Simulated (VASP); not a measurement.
A run of VASP 6.6.1:

The input INCAR:

```
PREC = Accurate ; ENCUT = 520
EDIFF = 1E-7 ; ISMEAR = 0
SIGMA = 0.15 ; LREAL = F
LASPH = T ; NELM = 80
ALGO = Fast ; ISIF = 2
LWAVE = F ; LCHARG = T
GGA = PS ; LELF = T
LVHAR = T ; NBANDS = 30
```

Contents of KPOINTS:

```
regular mesh
0
Gamma
  10 10 10
```

POSCAR

```
Ni3Ge
1.0
    3.5249142864      0.0000000000      0.0000000000
    0.0000000000      3.5249142864      0.0000000000
    0.0000000000      0.0000000000      3.5249142864
Ni Ge
3 1
Direct
    0.5000000000      0.0000000000      0.5000000000
    0.0000000000      0.5000000000      0.5000000000
    0.5000000000      0.5000000000      0.0000000000
    0.0000000000      0.0000000000      0.0000000000
```

Potentials or basis: VASP PAW PBE potentials, release 64 (Ni, Ge_d).

The run is started by

```console
$ cat potpaw_PBE.64/Ni/POTCAR potpaw_PBE.64/Ge_d/POTCAR > POTCAR
$ mpirun -np 1 vasp_std > vasp.out
```

Hardware: 1 thread of AMD EPYC 7R13 Processor (Zen 3), on a shared host.

Question: How long does it take, and how much memory?

Answer: It took 83 s on 1 thread of AMD EPYC 7R13 Processor (Zen 3) (shared host), peak memory 0.17 GiB. Counts: scf iterations 17, k points 56.
